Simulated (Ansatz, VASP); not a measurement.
## Al3In3GaB3N10: VASP beside Ansatz

```xyz
20
Lattice="2.1758 2.3753 4.4568 -2.2307 -2.1069 4.3501 6.7994 -4.6184 2.0264" Properties=species:S:1:pos:R:3 pbc="T T T"
B     6.5494   -2.4784    3.9718
B     6.5706   -4.2317    2.3650
B     4.1288    0.2039    4.5414
N     3.8832   -3.4650    7.5186
N     5.6780   -3.0367    5.0684
N     3.9186   -5.7334    5.4771
N     5.3860   -5.6191    7.6707
N     1.2816   -1.4980    7.6492
N     3.5440   -0.9890    5.3189
N     0.7439   -3.3588    5.2274
N     3.3220   -3.5120    3.3000
N     7.9571   -2.9287    7.5294
N     1.1505   -1.0269    3.3800
Al    4.5974   -4.4650    4.3079
Al    2.1484   -0.0517    2.2011
Al    4.5930   -2.1381    6.4361
Ga    2.2534   -2.2300    4.3162
In    2.3079   -4.4141    6.3715
In    6.6777   -4.3079    6.4511
In    2.1510    0.1077    6.6458
```

Alike in both runs: task single point; functional PBE; k mesh 5 × 5 × 3; occupations gaussian, width 0.02 eV; no spin polarisation.

|  | VASP | Ansatz |
| --- | --- | --- |
| version | VASP 6.6.1 | Ansatz 0.2.0 |
| potentials or method | VASP PAW PBE potentials, release 64 (B, N, Al, Ga_d, In_d), cutoff 520 eV | scalar-relativistic, plane waves, PAW |
| valence electrons in the cell | 120 | 120 |

```tsv
	VASP	Ansatz	Ansatz less VASP
gap on the k mesh at the Fermi level (eV)	1.29	1.29	+0.002
least direct gap on the mesh (eV)	1.32	1.32	+0.001
pressure (GPa)	0.0	0.0	-0.01
rms of the force components (eV/Å)	0.015	0.011	-0.0042
```

Atom by atom the forces differ by 0.013 eV/Å (rms over components).
